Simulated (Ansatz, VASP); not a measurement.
# Two plane-wave programs on SnTe

The input POSCAR:

```
SnTe
1.0
    0.0000000000      3.5839840092      3.5839840092
    3.7854039105      0.0000000000      3.5839840092
    3.7854039105      3.5839840092      0.0000000000
Sn Te
1 1
Direct
    0.0000000000      0.0000000000      0.0000000000
    0.2500000000      0.2500000000      0.2500000000
```

INCAR.step1

```
PREC = Accurate
ENCUT = 520
EDIFF = 1E-5
ISMEAR = -1
SIGMA = 0.02
LREAL = F
LASPH = T
NELM = 100
ALGO = Normal
ISIF = 2
LWAVE = T
GGA = PE
NBANDS = 17
```

INCAR.step2

```
PREC = Accurate
ENCUT = 520
EDIFF = 1E-7
ISMEAR = -1
SIGMA = 0.02
LREAL = F
LASPH = T
NELM = 100
ALGO = Normal
ISIF = 2
LWAVE = F
LCHARG = T
GGA = PE
LHFCALC = T
HFSCREEN = 0.2079
PRECFOCK = Normal
LELF = T
LVHAR = T
ISTART = 1
NBANDS = 17
```

Contents of KPOINTS:

```
regular mesh
0
Gamma
  4 4 4
```

Input for Ansatz:

```yaml
crystal:
  lattice:
    - [0.0, 3.5839840092, 3.5839840092]
    - [3.7854039105, 0.0, 3.5839840092]
    - [3.7854039105, 3.5839840092, 0.0]
  atoms:
    - { symbol: Sn, position: [0.0, 0.0, 0.0] }
    - { symbol: Te, position: [0.25, 0.25, 0.25] }
kpoints:
  mp_grid: { grid: [4, 4, 4] }
  band_path:
    path:
      - [0.0, 0.0, 0.0]
      - [-0.5, -0.5, 0.0]
      - [-0.375, -0.375, 0.25]
      - [-0.375, 0.0, 0.375]
      - [0.0, 0.0, 0.5]
      - [-0.5, -0.25, 0.25]
      - [0.231771, -0.5, -0.268229]
      - [0.5, 0.0, 0.5]
    npoints: 1
hamiltonian:
  xc: hse06
scf:
  occupations: { method: fermi_dirac, width: 0.02 }
  n_extra_bands: 4
output:
  forces: true
  stress: true
  eigenvalues: true
```

Change from the starting cell: uniaxial_x strain +5.6%.

Alike in both runs: task single point; functional HSE06; k mesh 4 × 4 × 4; occupations fermi-dirac, width 0.02 eV; no spin polarisation.

```csv
,VASP,Ansatz
version,VASP 6.6.1,Ansatz 0.2.0
potentials or method,"VASP PAW PBE potentials, release 64 (Sn_d, Te)","plane waves, PAW"
plane-wave cutoff (eV),520,420
valence electrons in the cell,20,30
```

|  | VASP | Ansatz | Ansatz less VASP |
| --- | --- | --- | --- |
| pressure (GPa) | -1.5 | -1.4 | +0.12 |
| traceless stress, the component that is largest in VASP (GPa) | -0.19 | -0.18 | +0.009 |

VASP's potentials hold 20 valence electrons a cell and Ansatz's 30, so a difference there can come from the potentials and not from the codes. Ansatz's warnings: stress exchange threshold loose, stress scf threshold loose.

Spin-orbit coupling is off throughout.
